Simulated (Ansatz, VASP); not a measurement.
**Two plane-wave programs on Ta**

```
Ta
1.0
     0.00000    2.36582    5.01511
     1.55535    0.00000    5.01511
     1.55535    2.36582    0.00000
Ta
2
Cartesian
  1.5553 2.3658 8.6751
  1.5553 2.3658 1.3551
```

Alike in both runs: functional PBEsol; k mesh 22 × 22 × 22; occupations gaussian, width 0.1 eV; no spin polarisation.

Ansatz relaxed the structure, and its values are those at the end. VASP's run is a single point on that final structure, the one shown.

|  | VASP | Ansatz |
| --- | --- | --- |
| version | VASP 6.6.1 | Ansatz 0.2.0 |
| potentials or method | VASP PAW PBE potentials, release 64 (Ta_pv), cutoff 520 eV | scalar-relativistic, plane waves, PAW |
| valence electrons in the cell | 22 | 26 |

Ansatz gave:

```
gap on the k mesh at the Fermi level (eV) : none
pressure (GPa)                            : 0.0
```

Task: What did VASP give for the same quantities?

Result: gap on the k mesh at the Fermi level (eV): none; pressure (GPa): 0.2.

VASP's potentials were made for PBE, not for PBEsol. A gap of «none» marks a metal or a gap that the smearing closes. VASP's potentials hold 22 valence electrons a cell and Ansatz's 26, so a difference there can come from the potentials and not from the codes.

Neither program's run includes spin-orbit coupling.
